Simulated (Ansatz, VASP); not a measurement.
# Two plane-wave programs on Li

```
CELL_PARAMETERS angstrom
3.00558 0.00000 0.00000
-1.50279 2.60291 0.00000
0.00000 0.00000 7.79298
ATOMIC_POSITIONS crystal
Li 0.66667 0.33333 0.67698
Li 0.66667 0.33333 0.32302
Li 0.00000 0.00000 0.00000
```

Alike in both runs: task relaxation of cell and atoms; functional PBE; k mesh 18 × 18 × 6; occupations gaussian, width 0.1 eV; no spin polarisation.

|  | VASP | Ansatz |
| --- | --- | --- |
| version | VASP 6.6.1 | Ansatz 0.2.0 |
| potentials or method | VASP PAW PBE potentials, release 64 (Li_sv), cutoff 600 eV | scalar-relativistic, plane waves, PAW |
| valence electrons in the cell | 9 | 9 |

```tsv
	VASP	Ansatz	Ansatz less VASP
gap on the k mesh at the Fermi level, each at its own relaxed structure (eV)	none	none	-
relaxed volume (Å³/atom)	20.14	20.32	+0.179
relaxed length of the cell vector where the two differ most in proportion (Å)	2.996	3.006	+0.0096
```

A gap of «none» marks a metal or a gap that the smearing closes.

Noted on VASP's run: the cutoff is under 1.25 times that of the potentials, so the pressure is a little rough.
